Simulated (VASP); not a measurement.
The system is GaSe.

```
Ga Se
1.0
     3.76950    0.00000    0.00000
    -1.88475    3.26448    0.00000
     0.00000    0.00000   15.96518
Ga Se
4 4
Direct
  0.33333 0.66667 0.17348
  0.66667 0.33333 0.67348
  0.33333 0.66667 0.32652
  0.66667 0.33333 0.82652
  0.33333 0.66667 0.59970
  0.66667 0.33333 0.09970
  0.33333 0.66667 0.90030
  0.66667 0.33333 0.40030
```

| Quantity | Value |
| --- | --- |
| Program | VASP 6.6.1 |
| Task | relaxation of cell and atoms |
| Functional | PBE |
| Potentials or basis | VASP PAW PBE potentials, release 64 (Ga_d, Se) |
| Cutoff | 500 eV |
| k mesh | 9 × 9 × 2 |
| Occupations | gaussian, width 0.02 eV |
| Spin | no spin polarisation |

At the start: pressure 2.1 GPa; volume 24.56 Å³/atom.

Problem. How do energy, volume and symmetry change on relaxing?

Solution. Over 22 steps the energy falls by 15.4 meV/atom and the volume is 27.75 Å³/atom (+13.0 %); space group P6_3/mmc (No. 194, to 0.1 Å) before and after.

The path:
```csv
step,energy change (eV),largest force (eV/Å),pressure (GPa),volume (Å³)
1,0.0000,0.0212,2.14,196.46
2,-0.0438,0.3116,-0.53,205.94
3,-0.0475,0.2409,0.01,203.78
4,-0.0568,0.1627,0.03,204.81
5,-0.0603,0.2140,0.04,205.87
6,-0.0681,0.1744,-0.01,206.75
7,-0.0809,0.0473,-0.11,209.38
8,-0.0817,0.0135,-0.13,210.19
9,-0.0886,0.0198,-0.04,210.67
10,-0.1035,0.0651,0.23,212.06
11,-0.1092,0.1682,0.89,214.74
12,-0.1136,0.1361,0.77,215.94
13,-0.1211,0.0392,0.37,219.56
14,-0.1220,0.0053,0.21,221.21
15,-0.1220,0.0125,0.19,221.48
16,-0.1226,0.0140,0.13,221.62
17,-0.1234,0.0194,-0.02,222.05
18,-0.1234,0.0197,-0.03,222.07
19,-0.1235,0.0090,-0.01,222.01
20,-0.1235,0.0053,-0.01,221.98
21,-0.1235,0.0082,0.01,221.94
22,-0.1235,0.0029,0.00,221.97
```

Final structure:
```xyz
8
Lattice="3.8178 0.0000 0.0000 -1.9089 3.3063 0.0000 0.0000 0.0000 17.5850" Properties=species:S:1:pos:R:3 pbc="T T T"
Ga    0.0000    2.2042    3.1616
Ga    1.9089    1.1021   11.9541
Ga    0.0000    2.2042    5.6309
Ga    1.9089    1.1021   14.4234
Se    0.0000    2.2042   10.7808
Se    1.9089    1.1021    1.9883
Se    0.0000    2.2042   15.5967
Se    1.9089    1.1021    6.8042
```

Caveat: this functional lacks dispersion, which binds the layers, so the pressure and a relaxed spacing across them are unreliable.
